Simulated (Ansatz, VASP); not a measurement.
## Sb in VASP and in Ansatz

The input POSCAR:

```
Sb
1.0
    3.3767485125      0.0000000000      0.0000000000
   -1.6883742563      2.9243499940      0.0000000000
    0.0000000000      0.0000000000      5.5063879352
Sb
2
Direct
    0.6666666667      0.3333333333      0.7500000000
    0.3333333333      0.6666666667      0.2500000000
```

Contents of INCAR.step1:

```
PREC = Accurate ; ENCUT = 520
ISMEAR = -1 ; SIGMA = 0.05
LREAL = False ; LASPH = True
NELM = 100 ; NBANDS = 12
GGA = PE ; ALGO = Normal
EDIFF = 1E-4 ; LWAVE = True
LCHARG = False
```

INCAR.step2

```
PREC = Accurate ; ENCUT = 520
EDIFF = 1E-6 ; ISMEAR = -1
SIGMA = 0.05 ; LREAL = False
LASPH = True ; NELM = 100
ALGO = Normal ; ISIF = 2
LWAVE = False ; LCHARG = False
METAGGA = R2SCAN ; LMIXTAU = True
NBANDS = 12 ; ISTART = 1
```

The input KPOINTS:

```
Automatic mesh
0
Gamma
  9 9 5
```

input.yaml

```yaml
crystal:
  lattice:
    - [3.3767485125, 0.0, 0.0]
    - [-1.6883742563, 2.924349994, 0.0]
    - [0.0, 0.0, 5.5063879352]
  atoms:
    - { symbol: Sb, position: [0.6666666667, 0.3333333333, 0.75] }
    - { symbol: Sb, position: [0.3333333333, 0.6666666667, 0.25] }
hamiltonian:
  xc: r2scan
  pseudopotentials: { kind: paw }
kpoints:
  mp_grid: { grid: [9, 9, 5] }
scf:
  occupations: { method: fermi_dirac, width: 0.05 }
output:
  forces: true
  stress: true
  eigenvalues: true
```

Alike in both runs: task single point; functional r2SCAN; k mesh 9 × 9 × 5; occupations fermi-dirac, width 0.05 eV; no spin polarisation.

|  | VASP | Ansatz |
| --- | --- | --- |
| version | VASP 6.6.1 | Ansatz 0.2.0 |
| potentials or method | VASP PAW PBE potentials, release 64 (Sb) | Ansatz PAW |
| plane-wave cutoff (eV) | 520 | 500 |
| valence electrons in the cell | 10 | 30 |

Ansatz gave:

- gap on the k mesh at the Fermi level (eV): none
- pressure (GPa): -0.5

**Question.** Estimate VASP's values.

**Answer.** gap on the k mesh at the Fermi level (eV): none; pressure (GPa): -0.6.

VASP's potentials were made for PBE, not for r2SCAN. A gap of «none» marks a metal or a gap that the smearing closes. With one functional, cell and mesh, what is left measures potentials, basis and numerics. VASP's potentials hold 10 valence electrons a cell and Ansatz's 30, so a difference there can come from the potentials and not from the codes.

Neither program's run includes spin-orbit coupling.
